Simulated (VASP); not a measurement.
A run of VASP 6.6.1:

Contents of INCAR:

```
  ALGO = Normal
  EDIFF = 1E-7
  ENCUT = 520
  GGA = PE
  ISIF = 2
  ISMEAR = 0
  LASPH = True
  LCHARG = False
  LREAL = Auto
  LWAVE = False
  NBANDS = 182
  NELM = 60
  PREC = Accurate
  SIGMA = 0.02
```

KPOINTS

```
Automatic mesh
0
Gamma
  2 2 2
  0.5 0.5 0.5
```

POSCAR

```
TePb
1.0
    6.5695570162      6.5695570162     -6.5695570162
   -6.5695570162     -6.5695570162     -6.5695570162
   -6.5695570162      6.5695570162      6.5695570162
Te Pb
16 16
Direct
    0.2500000000      0.5000000000      0.2500000000
    0.5000000000      0.2500000000      0.2500000000
    0.7500000000      0.0000000000      0.2500000000
    0.7500000000      0.5000000000      0.7500000000
    0.0000000000      0.5000000000      0.5000000000
    0.2500000000      0.2500000000      0.5000000000
    0.5000000000      0.0000000000      0.5000000000
    0.7500000000      0.7500000000      0.5000000000
    1.0000000000      0.7500000000      0.2500000000
    0.5000000000      0.5000000000      0.0000000000
    0.7500000000      0.2500000000      0.0000000000
    0.0000000000      0.2500000000      0.7500000000
    0.2500000000      1.0000000000      0.7500000000
    0.5000000000      0.7500000000      0.7500000000
    0.0000000000      0.0000000000      0.0000000000
    0.2500000000      0.7500000000      0.0000000000
    0.2500000000      0.2500000000      0.0000000000
    0.5000000000      0.0000000000      0.0000000000
    0.7500000000      0.7500000000      0.0000000000
    0.7500000000      0.2500000000      0.5000000000
    0.0000000000      0.2500000000      0.2500000000
    0.2500000000      0.0000000000      0.2500000000
    0.5000000000      0.7500000000      0.2500000000
    0.7500000000      0.5000000000      0.2500000000
    0.0000000000      0.5000000000      0.0000000000
    0.5000000000      0.2500000000      0.7500000000
    0.7500000000      0.0000000000      0.7500000000
    0.0000000000      0.0000000000      0.5000000000
    0.2500000000      0.7500000000      0.5000000000
    0.5000000000      0.5000000000      0.5000000000
    0.0000000000      0.7500000000      0.7500000000
    0.2500000000      0.5000000000      0.7500000000
```

Potentials or basis: VASP PAW PBE potentials, release 64 (Te, Pb_d).

Launch:

```bash
$ cat potpaw_PBE.64/Te/POTCAR potpaw_PBE.64/Pb_d/POTCAR > POTCAR
$ mpirun -np 1 vasp_std > vasp.out
```

Hardware: 1 thread of Intel(R) Xeon(R) Platinum 8259CL CPU @ 2.50GHz (Skylake/Cascade Lake), on a shared host.

Problem. How long does it take, and how much memory?

Solution. Run time: 22 min on 1 thread of Intel(R) Xeon(R) Platinum 8259CL CPU @ 2.50GHz (Skylake/Cascade Lake), with other jobs on the host, peak memory 1.4 GiB. Counts: scf iterations 18, k points 2.
